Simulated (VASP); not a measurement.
Bi, 2 atoms in the cell. The structure is monoclinic, space group P2/m (No. 10). The conventional cell has a = 3.221 Å, b = 3.236 Å, c = 6.392 Å, α = 90.00°, β = 93.28°, γ = 90.00°. Within 4.2 Å of Bi (site symmetry m) lie 7 Bi at 3.18 to 4.18 Å. 

* Program: VASP 6.6.1
* Task: single point
* Functional: PBEsol
* Potentials or basis: VASP PAW PBE potentials, release 64 (Bi_d)
* Cutoff: 520 eV
* k mesh: 8 × 8 × 4
* Occupations: fermi-dirac, width 0.05 eV
* Spin: no spin polarisation
* Dipole correction: no
* Further INCAR settings: ALGO = Normal; EDIFF = 1e-06; NBANDS = 22

Potentials or basis: VASP PAW PBE potentials, release 64 (Bi_d).

The run is started by

```console
$ cat potpaw_PBE.64/Bi_d/POTCAR > POTCAR
$ mpirun -np 1 vasp_std > vasp.out
```

Hardware: 1 thread of Intel(R) Xeon(R) Platinum 8259CL CPU @ 2.50GHz (Skylake/Cascade Lake), with other jobs on the host.

Q: Estimate the wall time of this run.

A: It took 73 s on 1 thread of Intel(R) Xeon(R) Platinum 8259CL CPU @ 2.50GHz (Skylake/Cascade Lake), with other jobs on the host, peak memory 0.23 GiB. Counts: scf iterations 11, k points 90.
